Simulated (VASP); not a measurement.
A run of VASP 6.6.1 is set up as follows.

INCAR

```
PREC = Accurate
ENCUT = 750
EDIFF = 1E-6
ISMEAR = -1
SIGMA = 0.02
LREAL = F
LASPH = T
NELM = 120
ALGO = Normal
ISIF = 2
LWAVE = F
LCHARG = T
GGA = PE
LELF = T
LVHAR = T
NBANDS = 13
GGA_COMPAT = F
```

File KPOINTS:

```
regular mesh
0
Gamma
  8 8 8
```

File POSCAR:

```
Li2S
1.0
    0.0000000000      2.6848197719      2.6848197719
    2.6848197719      0.0000000000      2.6848197719
    2.6848197719      2.6848197719      0.0000000000
Li S
2 1
Direct
    0.2500000000      0.2500000000      0.2500000000
    0.7500000000      0.7500000000      0.7500000000
    0.0000000000      0.0000000000      0.0000000000
```

Potentials or basis: VASP PAW PBE potentials, release 64 (Li_sv, S).

The run is started by

```console
$ cat potpaw_PBE.64/Li_sv/POTCAR potpaw_PBE.64/S/POTCAR > POTCAR
$ mpirun -np 1 vasp_std > vasp.out
```

(1) Predict the band gap on the k mesh.

(2) What does it give for the pressure?

Results:

(1) 3.22 eV (least direct gap 5.03 eV).

(2) 10.4 GPa.

Caveat: the cell differs from its parent crystal (strain -5.6%); the cell stands under pressure.
